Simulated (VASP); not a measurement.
LiCd3:

```xyz
4
Lattice="0.0000 3.3967 3.3967 3.3967 0.0000 3.3967 3.3967 3.3967 0.0000" Properties=species:S:1:pos:R:3 pbc="T T T"
Li    0.0000    0.0000    0.0000
Cd    1.6984    1.6984    1.6984
Cd    5.0951    5.0951    5.0951
Cd    3.3967    3.3967    3.3967
```

| Property | Result |
| --- | --- |
| Program | VASP 6.6.1 |
| Task | relaxation of cell and atoms |
| Functional | LDA |
| Potentials or basis | VASP PAW LDA potentials, release 64 (Li_sv, Cd) |
| Cutoff | 600 eV |
| k mesh | 6 × 6 × 6 |
| Occupations | gaussian, width 0.02 eV |
| Spin | no spin polarisation |

At the start: pressure -3.6 GPa; volume 19.60 Å³/atom.

Problem. Where does the relaxation end?

Solution. Over 3 steps the energy falls by 20.2 meV/atom and the volume is 18.08 Å³/atom (-7.7 %); space group Fm-3m (No. 225, to 0.1 Å) before and after.

Step by step:
| step | energy change (eV) | largest force (eV/Å) | pressure (GPa) | volume (Å³) |
| --- | --- | --- | --- | --- |
| 1 | 0.0000 | 0.0000 | -3.61 | 78.38 |
| 2 | -0.0769 | 0.0000 | -1.02 | 73.47 |
| 3 | -0.0806 | 0.0000 | 0.02 | 72.32 |

Final structure:
```
Li Cd
1.0
     0.00000    3.30677    3.30677
     3.30677    0.00000    3.30677
     3.30677    3.30677    0.00000
Li Cd
1 3
Cartesian
  0.0000 0.0000 0.0000
  1.6534 1.6534 1.6534
  4.9601 4.9601 4.9601
  3.3068 3.3068 3.3068
```

Caveat: the cutoff is under 1.25 times the usual one of these potentials, so pressure, stress and relaxed cells hold a basis-set (Pulay) error.
